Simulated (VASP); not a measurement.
# TiAl3H in VASP: a series of runs

Runs on TiAl3H. Level: LDA. Tasks: single point.

Everything below comes from runs of VASP 6.6.1. Logs are shortened: lines on timing, memory, paths and dates and some standing lists are left out, and cuts for length are marked.

### Step 1. The cell of the first run

The cell holds a slab with vacuum, 10 atoms: a = 5.013 Å, b = 5.013 Å, c = 22.068 Å, α = 90.00°, β = 90.00°, γ = 64.41°.

### Step 2. Single point, LDA

INCAR reads:

```
SYSTEM = TiAl3H
PREC = Accurate
ENCUT = 520
EDIFF = 1E-7
ISMEAR = 0
SIGMA = 0.1
LREAL = .False.
LASPH = .True.
NELM = 80
ALGO = Normal
ISIF = 2
LWAVE = .False.
LCHARG = .True.
LDIPOL = .True.
IDIPOL = 3
DIPOL = 0.5 0.5 0.305
LELF = .True.
LVHAR = .True.
LVACPOTAV = .True.
NBANDS = 33
```

KPOINTS reads:

```
regular mesh
0
Gamma
  6 6 1
  0 0 0
```

POSCAR reads:

```
TiAl3H
1.0
    5.0133158832      0.0000000000      0.0000000000
    2.1650041019      4.5217356605      0.0000000000
    0.0000000000      0.0000000000     22.0677223531
Al Ti H
6 2 2
Direct
    0.5000000000      0.0000000000      0.1812602105
    0.0000000000      0.5000000000      0.1812602105
    0.0000000000      0.0000000000      0.2418017965
    0.0000000000      0.5000000000      0.3061179612
    0.5000000000      0.0000000000      0.3061179612
    0.5000000000      0.5000000000      0.3655892631
    0.5000000000      0.5000000000      0.2418017965
    0.0000000000      0.0000000000      0.3624433202
    0.0000000000     -0.1844088866      0.4294834873
    0.0000000000      0.1844088866      0.4294834873
```

Potentials or basis: VASP PAW LDA potentials, release 64 (Al, Ti_sv, H).

Command:

```console
$ cat potpaw_LDA.64/Al/POTCAR potpaw_LDA.64/Ti_sv/POTCAR potpaw_LDA.64/H/POTCAR > POTCAR
$ mpirun -np 1 vasp_std > vasp.out
```

OUTCAR:

```text
SYSTEM = TiAl3H
   PREC = Accurate
   ENCUT = 520
   EDIFF = 1E-7
   ISMEAR = 0
   LREAL = .False.
   LASPH = .True.
   NELM = 80
   ISIF = 2

 ion  position               nearest neighbor table
   1  0.500  0.000  0.181-   2 2.67   2 2.67   5 2.76   7 2.84   7 2.84   3 2.84   3 2.84
   2  0.000  0.500  0.181-   1 2.67   1 2.67   4 2.76   3 2.84   3 2.84   7 2.84   7 2.84
   3  0.000  0.000  0.242-   8 2.66   7 2.67   7 2.67   2 2.84   2 2.84   1 2.84   1 2.84   4 2.88
                             4 2.88   5 2.88   5 2.88
   4  0.000  0.500  0.306-   5 2.67   5 2.67   2 2.76   8 2.80   8 2.80   6 2.83   6 2.83   3 2.88
                             3 2.88   7 2.88   7 2.88
   5  0.500  0.000  0.306-   4 2.67   4 2.67   1 2.76   8 2.80   8 2.80   6 2.83   6 2.83   7 2.88
                             7 2.88   3 2.88   3 2.88
   6  0.500  0.500  0.366-   8 2.67   8 2.67   7 2.73   5 2.83   5 2.83   4 2.83   4 2.83
   7  0.500  0.500  0.242-   3 2.67   3 2.67   6 2.73   1 2.84   1 2.84   2 2.84   2 2.84   5 2.88
                             5 2.88   4 2.88   4 2.88
   8  0.000  0.000  0.362-   9 1.74  10 1.74   3 2.66   6 2.67   6 2.67   4 2.80   4 2.80   5 2.80
                             5 2.80
   9  0.000  0.816  0.429-   8 1.74
  10  0.000  0.184  0.429-   8 1.74

  LATTYP: Found a base centered orthorhombic cell.
 ALAT       =     5.3440596354
 B/A-ratio  =     1.5875142919
 C/A-ratio  =     4.1293929819

  Lattice vectors:

 A1 = (  -2.1650041019,  -4.5217356605,   0.0000000000)
 A2 = (   5.0133158832,   0.0000000000,   0.0000000000)
 A3 = (   0.0000000000,   0.0000000000,  22.0677223531)

Analysis of symmetry for initial positions (statically):
=====================================================================
 Subroutine PRICEL returns:
 Original cell was already a primitive cell.

 Routine SETGRP: Setting up the symmetry group for a
 base centered orthorhombic supercell.

 Subroutine GETGRP returns: Found  2 space group operations
 (whereof  2 operations were pure point group operations)
 out of a pool of  8 trial point group operations.

The static configuration has the point symmetry C_2 .

Analysis of symmetry for dynamics (positions and initial velocities):
=====================================================================
 Subroutine PRICEL returns:
 Original cell was already a primitive cell.

 Routine SETGRP: Setting up the symmetry group for a
 base centered orthorhombic supercell.

 Subroutine GETGRP returns: Found  2 space group operations
 (whereof  2 operations were pure point group operations)
 out of a pool of  8 trial point group operations.

The dynamic configuration has the point symmetry C_2 .

 Subroutine INISYM returns: Found  2 space group operations
 (whereof  2 operations are pure point group operations),
 and found     1 'primitive' translations

----------------------------------------------------------------------------------------

                                     Primitive cell

  volume of cell :     500.2508

  direct lattice vectors                    reciprocal lattice vectors
     5.013315883  0.000000000  0.000000000     0.199468779 -0.095505522  0.000000000
     2.165004102  4.521735661  0.000000000     0.000000000  0.221154016  0.000000000
     0.000000000  0.000000000 22.067722353     0.000000000  0.000000000  0.045315053

  length of vectors
     5.013315883  5.013315883 22.067722353     0.221154016  0.221154016  0.045315053

  position of ions in fractional coordinates (direct lattice)
     0.500000000  0.000000000  0.181260210
     0.000000000  0.500000000  0.181260210
     0.000000000  0.000000000  0.241801796
     0.000000000  0.500000000  0.306117961
     0.500000000  0.000000000  0.306117961
     0.500000000  0.500000000  0.365589263
     0.500000000  0.500000000  0.241801796
     0.000000000  0.000000000  0.362443320
     0.000000000  0.815591113  0.429483487
     0.000000000  0.184408887  0.429483487

  ion indices of the primitive-cell ions
   primitive index   ion index
                 1           1
                 2           2
                 3           3
                 4           4
                 5           5
                 6           6
                 7           7
                 8           8
                 9           9
                10          10

----------------------------------------------------------------------------------------

 KPOINTS: regular mesh

Automatic generation of k-mesh.
 Grid dimensions read from file:
 generate k-points for:    6    6    1

 Generating k-lattice:

  Cartesian coordinates                     Fractional coordinates (reciprocal lattice)
     0.033244797 -0.015917587  0.000000000     0.166666667  0.000000000  0.000000000
     0.000000000  0.036859003  0.000000000     0.000000000  0.166666667  0.000000000
     0.000000000  0.000000000  0.045315053     0.000000000  0.000000000  1.000000000

  Length of vectors
     0.036859003  0.036859003  0.045315053

  Shift w.r.t. Gamma in fractional coordinates (k-lattice)
     0.000000000  0.000000000  0.000000000

 Subroutine IBZKPT returns following result:
 ===========================================

 Found     20 irreducible k-points:

 Following reciprocal coordinates:
            Coordinates               Weight
  0.000000  0.000000  0.000000      1.000000
  0.166667  0.000000  0.000000      2.000000
  0.000000 -0.166667  0.000000      2.000000
  0.333333 -0.000000  0.000000      2.000000
  0.000000 -0.333333  0.000000      2.000000
  0.500000  0.000000  0.000000      1.000000
[... 12 lines left out ...]
 -0.333333  0.333333  0.000000      2.000000
  0.500000  0.500000  0.000000      1.000000
   k-points           NKPTS =     20   k-points in BZ     NKDIM =     20   number of bands    NBANDS=     33
   number of dos      NEDOS =    301   number of ions     NIONS =     10
   total plane-waves  NPLWV = 268800
   dimension x,y,z NGX =    40 NGY =   40 NGZ =  168
   dimension x,y,z NGXF=    80 NGYF=   80 NGZF=  336
   ions per type =               6   2   2
   NGX,Y,Z   is equivalent  to a cutoff of  13.26, 13.26, 12.66 a.u.
   NGXF,Y,Z  is equivalent  to a cutoff of  26.53, 26.53, 25.31 a.u.
 SYSTEM =  TiAl3H
   PREC   = accura    normal or accurate (medium, high low for compatibility)
   ISTART =      0    job   : 0-new  1-cont  2-samecut
   ICHARG =      2    charge: 1-file 2-atom 10-const
   ISPIN  =      1    spin polarized calculation?
   LNONCOLLINEAR =      F non collinear calculations
   LSORBIT =      F    spin-orbit coupling
   LASPH  =      T    aspherical Exc in radial PAW
   ENCUT  =  520.0 eV  38.22 Ry    6.18 a.u.   9.32  9.32 41.03*2*pi/ulx,y,z
   NELM   =     80;   NELMIN=  2; NELMDL= -5     # of ELM steps
   EDIFF  = 0.1E-06   stopping-criterion for ELM
   LREAL  =      F    real-space projection
   EDIFFG = 0.1E-05   stopping-criterion for IOM
   NSW    =      0    number of steps for IOM
   IBRION =     -1    ionic relax: 0-MD 1-quasi-New 2-CG
   NFREE  =      0    steps in history (QN), initial steepest desc. (CG)
   ISIF   =      2    stress and relaxation
   ISYM   =      2    0-nonsym 1-usesym 2-fastsym
   POTIM  = 0.5000    time-step for ionic-motion
   TEBEG  =    0.0;   TEEND  =   0.0 temperature during run
   PSTRESS=    0.0 pullay stress
   NELECT =      44.0000    total number of electrons
   NUPDOWN=      -1.0000    fix difference up-down
   EMIN   =  10.00;   EMAX   =-10.00  energy-range for DOS
   EFERMI =   0.00;   METHOD = LEGACY
   ISMEAR =     0;   SIGMA  =   0.10  broadening in eV -4-tet -1-fermi 0-gaus
   EFERMI_NEDOS =   21; number of points for ismear=-14 and -15
   IALGO  =     38    algorithm
   IMIX   =      4    mixing-type and parameters
     AMIX     =   0.40;   BMIX     =  1.00
     AMIX_MAG =   1.60;   BMIX_MAG =  1.00
  volume/ion in A,a.u.               =      50.03       337.59
  Fermi-wavevector in a.u.,A,eV,Ry     =   0.728053  1.375821  7.211925  0.530062
  Thomas-Fermi vector in A             =   1.819430
   LORBIT       =      0    0 simple, 1 ext, 2 COOP (PROOUT), +10 PAW based schemes
   GGA     = CA    functional components
   LHFCALC =     F    Hartree Fock is set to
   AEXX    =    0.0000 exact exchange contribution
   IVDW    =     0    specifies the selected vdW correction
   LEPSILON=     F    determine dielectric tensor
   LRPA    =     F    only Hartree local field effects (RPA)
 non-spin polarized calculation
 Gauss-broadening in eV      SIGMA  =   0.10
  energy-cutoff  :      520.00
  volume of cell :      500.25
 maximum number of plane-waves:     13496
 NGX is ok and might be reduce to    40
   NGX = 19   NGY = 19   NGZ = 83

 dipolmoment           0.000000      0.000000     -0.000026 electrons x Angstroem

 number of electron      44.0000004 magnetization

 dipolmoment           0.000000      0.000000      0.209253 electrons x Angstroem

 Free energy of the ion-electron system (eV)
  ---------------------------------------------------
  ext. energy  EPLUGINS =         0.00000000
  ---------------------------------------------------
  free energy    TOTEN  =       -46.17922989 eV

  energy without entropy =      -46.13733631  energy(sigma->0) =      -46.15828310

 E-fermi :  -1.8095     XC(G=0):  -3.8518

 val. band max:       -1.8188490805   @ k =  -0.1667  -0.3333   0.0000
 cond. band min:      -1.8076457358   @ k =   0.5000   0.0000   0.0000
 fundamental gap:      0.0112033447
 Fermi energy:        -1.8095492552

 k-point     1 :       0.0000    0.0000    0.0000
  band No.  band energies     occupation
      1     -57.6392      2.00000
      2     -57.3069      2.00000
      3     -34.4556      2.00000
      4     -34.2762      2.00000
      5     -34.2074      2.00000
      6     -34.1636      2.00000
[... 25 lines left out ...]
     32       1.5576      0.00000
     33       1.6484      0.00000
[... 653 lines left out ...]
      3     -34.4553      2.00000
      4     -34.2780      2.00000
      5     -34.2081      2.00000
      6     -34.1645      2.00000
[... 25 lines left out ...]
     32       1.7053      0.00000
     33       1.9210      0.00000

------------------------ aborting loop because EDIFF is reached ----------------------------------------

  FORCE on cell =-STRESS in cart. coord.  units (eV):
  Direction    XX          YY          ZZ          XY          YZ          ZX
  --------------------------------------------------------------------------------------
  -------------------------------------------------------------------------------------
  Total       -5.6449900     -2.1435212     -1.4774070     -0.4406005      0.0000000      0.0000000
  in kB      -18.0794832     -6.8651593     -4.7317629     -1.4111326      0.0000000      0.0000000
  external PRESSURE =      -9.8921351 kB  Pullay stress =       0.0000000 kB

 VOLUME and BASIS-vectors are now :
 -----------------------------------------------------------------------------
  energy-cutoff  :      520.00
  volume of cell :      500.25
      direct lattice vectors                 reciprocal lattice vectors
     5.013315883  0.000000000  0.000000000     0.199468779 -0.095505522  0.000000000
     2.165004102  4.521735661  0.000000000     0.000000000  0.221154016  0.000000000
     0.000000000  0.000000000 22.067722353     0.000000000  0.000000000  0.045315053

 POSITION                                       TOTAL-FORCE (eV/Angst)
 -----------------------------------------------------------------------------------
      2.50666      0.00000      4.00000         0.000000      0.000000      0.579927
      1.08250      2.26087      4.00000         0.000000      0.000000      0.542840
      0.00000      0.00000      5.33601         0.000000      0.000000     -0.717475
      1.08250      2.26087      6.75533         0.000000      0.000000     -0.268887
      2.50666      0.00000      6.75533         0.000000      0.000000     -0.144260
      3.58916      2.26087      8.06772         0.000000      0.000000      0.756221
      3.58916      2.26087      5.33601        -0.000000      0.000000     -0.321103
      0.00000      0.00000      7.99830         0.000000      0.000000     -0.230058
      1.76576      3.68789      9.47772         0.574529     -0.421145     -0.098603
      0.39925      0.83385      9.47772        -0.574529      0.421145     -0.098603
 -----------------------------------------------------------------------------------
    total drift:                                0.000000      0.000000     -0.000100

  FREE ENERGIE OF THE ION-ELECTRON SYSTEM (eV)
  ---------------------------------------------------
  free  energy   TOTEN  =       -46.1792298865 eV

  energy  without entropy=      -46.1373363090  energy(sigma->0) =      -46.15828310

 vacuum level on the upper side and lower side of the slab         4.269         2.599
```

It took 8.2 min on 1 thread of AMD EPYC 9R45 (Zen 5), shared host; peak memory 0.58 GiB.

What came out:

* Free energy: -46.1792 eV
* Largest force: 0.756 eV/Å
* Band gap on the k mesh: zero (bands 22 and 23 overlap by 0.64 eV)

Forces in eV/Å, atoms in the order of the input:
```
Al   0.000  0.000  0.580
Al   0.000  0.000  0.543
Al   0.000  0.000 -0.717
Al   0.000  0.000 -0.269
Al   0.000  0.000 -0.144
Al   0.000  0.000  0.756
Ti   0.000  0.000 -0.321
Ti   0.000  0.000 -0.230
H    0.575 -0.421 -0.099
H   -0.575  0.421 -0.099
```

Levels at points of the mesh, in eV from the Fermi level:
```
           k point  band 18  band 19  band 20  band 21  band 22  band 23  band 24  band 25  band 26  band 27
(0.00, 0.00, 0.00)    -1.16    -0.96    -0.87    -0.71    -0.39    -0.26     0.01     1.20     1.64     1.90
(0.50, 0.00, 0.00)    -1.00    -0.99    -0.53    -0.21     0.00     0.02     0.57     0.90     1.15     1.99
(0.00, 0.50, 0.00)    -1.21    -1.20    -0.54    -0.10    -0.03     0.55     0.61     0.89     1.09     2.03
(0.50, 0.50, 0.00)    -1.96    -0.99    -0.41    -0.28     0.38     0.56     0.83     0.86     0.89     1.55
```

(Continued in part 2 of 2.)

The gap in the log of VASP goes by the Fermi energy; the results here count the filled bands.